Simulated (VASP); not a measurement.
TaN:

```
Ta N
1.0
     0.00000    2.21132    2.21132
     2.21132    0.00000    2.21132
     2.21132    2.21132    0.00000
Ta N
1 1
Direct
  0.50000 0.50000 0.50000
  0.00000 0.00000 0.00000
```

```yaml
Program: VASP 6.6.1
Task: relaxation of cell and atoms
Functional: BLYP
Potentials_or_basis: VASP PAW PBE potentials, release 64 (Ta_pv, N)
Cutoff: 600 eV
k_mesh: 10 × 10 × 10
Occupations: fermi-dirac, width 0.05 eV
Spin: no spin polarisation
```

At the start: pressure 12.1 GPa; volume 10.81 Å³/atom.

**Question.** How do energy, volume and symmetry change on relaxing?

**Answer.** Over 4 steps the energy falls by 15.0 meV/atom and the volume is 11.22 Å³/atom (+3.8 %); space group Fm-3m (No. 225, to 0.05 Å).

The path:
| step | energy change (eV) | largest force (eV/Å) | pressure (GPa) | volume (Å³) |
| --- | --- | --- | --- | --- |
| 1 | 0.0000 | 0.0000 | 12.10 | 21.63 |
| 2 | 0.0912 | 0.0000 | -19.65 | 24.29 |
| 3 | -0.0300 | 0.0000 | -0.30 | 22.47 |
| 4 | -0.0300 | 0.0000 | -0.02 | 22.45 |

Final structure:
```cif
data_structure
_symmetry_space_group_name_H-M 'P 1'
_symmetry_Int_Tables_number 1
_cell_length_a 3.1664
_cell_length_b 3.1664
_cell_length_c 3.1664
_cell_angle_alpha 60.000
_cell_angle_beta 60.000
_cell_angle_gamma 60.000
_cell_volume 22.45
loop_
_atom_site_label
_atom_site_type_symbol
_atom_site_fract_x
_atom_site_fract_y
_atom_site_fract_z
_atom_site_occupancy
Ta1 Ta 0.50000 0.50000 0.50000 1
N1 N 0.00000 0.00000 0.00000 1
```

Caveat: the PAW data sets were made with another functional, which shifts forces and pressure a little.
